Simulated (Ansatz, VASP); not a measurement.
Given: the input of a run of Ansatz 0.2.0 on Ca.

Contents of input.yaml:

```yaml
crystal:
  lattice:
    - [0.0, 2.766258, 2.7942]
    - [2.766258, 0.0, 2.7942]
    - [2.766258, 2.766258, 0.0]
  atoms:
    - { symbol: Ca, position: [0.0, 0.0, 0.0] }
hamiltonian:
  xc: pbe
  pseudopotentials: { kind: paw }
kpoints:
  mp_grid: { grid: [7, 7, 7] }
scf:
  occupations: { method: fermi_dirac, width: 0.05 }
output:
  forces: true
  stress: true
  eigenvalues: true
```

Potentials or basis: Ansatz PAW.

Command:

```console
$ ansatz run input.yaml --threads 2 --pin off --max-ram 5632MiB --backend cpu --events-out ev --progress --plain --runs-dir out
```

Q: Set up the same calculation for VASP 6.6.1. Potentials there: VASP PAW PBE potentials, release 64 (Ca_sv).

A: As run (the cutoff follows the program's own potentials):

File INCAR:

```
SYSTEM = Ca
ALGO = Fast
EDIFF = 1E-7
ENCUT = 520
GGA = PE
ISIF = 2
ISMEAR = -1
LASPH = .TRUE.
LCHARG = .TRUE.
LELF = .TRUE.
LREAL = .FALSE.
LVHAR = .TRUE.
LWAVE = .FALSE.
NBANDS = 11
NELM = 60
PREC = Accurate
SIGMA = 0.05
```

The input KPOINTS:

```
k-points
0
G
  7 7 7
  0 0 0
```

File POSCAR:

```
Ca
1.0
    0.0000000000      2.7662580000      2.7942000000
    2.7662580000      0.0000000000      2.7942000000
    2.7662580000      2.7662580000      0.0000000000
Ca
1
Direct
    0.0000000000      0.0000000000      0.0000000000
```

Potentials or basis: VASP PAW PBE potentials, release 64 (Ca_sv).

Launch:

```console
$ cat potpaw_PBE.64/Ca_sv/POTCAR > POTCAR
$ mpirun -np 1 vasp_std > vasp.out
```

Both were run:

|  | VASP | Ansatz | Ansatz less VASP |
| --- | --- | --- | --- |
| gap on the k mesh at the Fermi level (eV) | none | none | - |
| pressure (GPa) | -0.2 | -0.2 | -0.01 |
| traceless stress, the component that is largest in VASP (GPa) | -0.08 | -0.08 | 0.000 |

A gap of «none» marks a metal or a gap that the smearing closes. The functional is the same, so the differences come from potentials, cutoffs and numerics.
